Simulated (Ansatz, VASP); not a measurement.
Two plane-wave programs on Al

```xyz
4
Lattice="2.8620 0.0000 0.0000 -1.4310 2.4785 0.0000 0.0000 0.0000 9.2874" Properties=species:S:1:pos:R:3 pbc="T T T"
Al    0.0000    0.0000    0.0000
Al    0.0000    1.6524    2.3218
Al    0.0000    0.0000    4.6437
Al    1.4310    0.8262    6.9655
```

Alike in both runs: functional PBE; k mesh 12 × 12 × 4; occupations gaussian, width 0.1 eV; no spin polarisation.

Ansatz relaxed the structure, and its values are those at the end. VASP's run is a single point on that final structure, the one shown.

|  | VASP | Ansatz |
| --- | --- | --- |
| version | VASP 6.6.1 | Ansatz 0.2.0 |
| potentials or method | VASP PAW PBE potentials, release 64 (Al), cutoff 500 eV | scalar-relativistic, plane waves, PAW |
| valence electrons in the cell | 12 | 12 |

Ansatz gave:

* gap on the k mesh at the Fermi level (eV): none
* pressure (GPa): 0.4

**Question.** Estimate VASP's values.

**Answer.** gap on the k mesh at the Fermi level (eV): none; pressure (GPa): 0.3.

A gap of «none» marks a metal or a gap that the smearing closes.
